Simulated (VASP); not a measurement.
A run of VASP 6.6.1:

The input INCAR:

```
SYSTEM = NbAs
PREC     = Accurate       ! precision mode
ENCUT    = 600            ! plane-wave cutoff, eV
EDIFF    = 1E-6           ! SCF threshold, eV
ISMEAR   = 0              ! smearing method
SIGMA    = 0.1            ! smearing width, eV
LREAL    = .FALSE.        ! projectors in reciprocal space
LASPH    = .TRUE.         ! aspherical terms in the spheres
NELM     = 100            ! most SCF steps
ALGO     = Normal         ! electronic algorithm
ISIF     = 3              ! what is computed and relaxed
LWAVE    = .FALSE.        ! write WAVECAR
LCHARG   = .FALSE.        ! write CHGCAR
GGA      = PE             ! functional
IBRION   = 2              ! ionic algorithm
NSW      = 100            ! ionic steps
EDIFFG   = -0.01          ! ionic threshold
```

The input KPOINTS:

```
Automatic mesh
0
G
  16 16 16
  0 0 0
```

File POSCAR:

```
NbAs
1.0
    0.0000000000      2.9040017466      2.9040017466
    2.9040017466      0.0000000000      2.9040017466
    2.9040017466      2.9040017466      0.0000000000
Nb As
1 1
Direct
    0.0000000000      0.0000000000      0.0000000000
    0.2500000000      0.2500000000      0.2500000000
```

Potentials or basis: VASP PAW PBE potentials, release 64 (Nb_sv, As).

Command:

```console
$ cat potpaw_PBE.64/Nb_sv/POTCAR potpaw_PBE.64/As/POTCAR > POTCAR
$ mpirun -np 1 vasp_std > vasp.out
```

Hardware: 1 thread of AMD EPYC 7R43 64-Core Processor (Zen 3), with other jobs on the host.

Problem. Estimate the wall time of this run.

Solution. Wall time 8.2 min on 1 thread of AMD EPYC 7R43 64-Core Processor (Zen 3) (shared host), peak memory 0.26 GiB. Counts: scf iterations 26, k points 145, ion steps 3.
